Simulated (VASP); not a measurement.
Be3C2: single point with r2SCAN

Be3C2:

```
CELL_PARAMETERS angstrom
3.02458 0.00000 0.00000
-1.51229 2.61936 0.00000
0.00000 0.00000 4.50162
ATOMIC_POSITIONS crystal
Be 0.00000 0.00000 0.00000
Be 0.33333 0.66667 0.67190
Be 0.66667 0.33333 0.32810
C 0.33333 0.66667 0.24603
C 0.66667 0.33333 0.75397
```

- Program: VASP 6.6.1
- Task: single point
- Functional: r2SCAN
- Potentials or basis: VASP PAW PBE potentials, release 64 (Be, C)
- Cutoff: 520 eV
- k mesh: 6 × 6 × 4
- Occupations: gaussian, width 0.1 eV
- Spin: no spin polarisation

| Quantity | Value |
| --- | --- |
| Pressure | 0.7 GPa |
| Largest force | 0.014 eV/Å |
| Band gap on the k mesh | zero (bands 7 and 8 overlap by 3.16 eV) |

Forces in eV/Å, atoms in the order of the input:
```
Be   0.000  0.000  0.000
Be   0.000  0.000  0.010
Be   0.000  0.000 -0.010
C    0.000  0.000 -0.014
C    0.000  0.000  0.014
```

Stress tensor (GPa, compression positive):
```
0.71 0.00 0.00
0.00 0.71 0.00
0.00 0.00 0.63
```

Levels at points of the mesh, in eV from the Fermi level:
```
           k point  band 3  band 4  band 5  band 6  band 7  band 8  band 9  band 10  band 11  band 12
(0.00, 0.00, 0.00)   -7.51   -0.79   -0.79    0.95    0.95    2.78    6.85     6.85     7.49     9.99
(0.50, 0.00, 0.00)   -5.77   -5.45   -3.92   -3.72   -1.46   -0.10    5.93     8.71     8.72     8.73
(0.00, 0.00, 0.50)   -2.66   -1.50   -0.21   -0.21    0.45    0.45    6.36     6.36     7.13     9.38
(0.50, 0.00, 0.50)   -7.39   -6.78   -2.38   -2.23   -0.39   -0.13    6.58     6.59     8.64     8.79
```

It took 77 s on 1 thread of Intel Xeon 8259CL, on a shared host, peak memory 0.15 GiB.

Caveat: the k points lie up to 0.40 Å⁻¹ apart, too coarse for converged energies and pressures of a metal; the PAW data sets were made with another functional, which shifts forces and pressure a little.
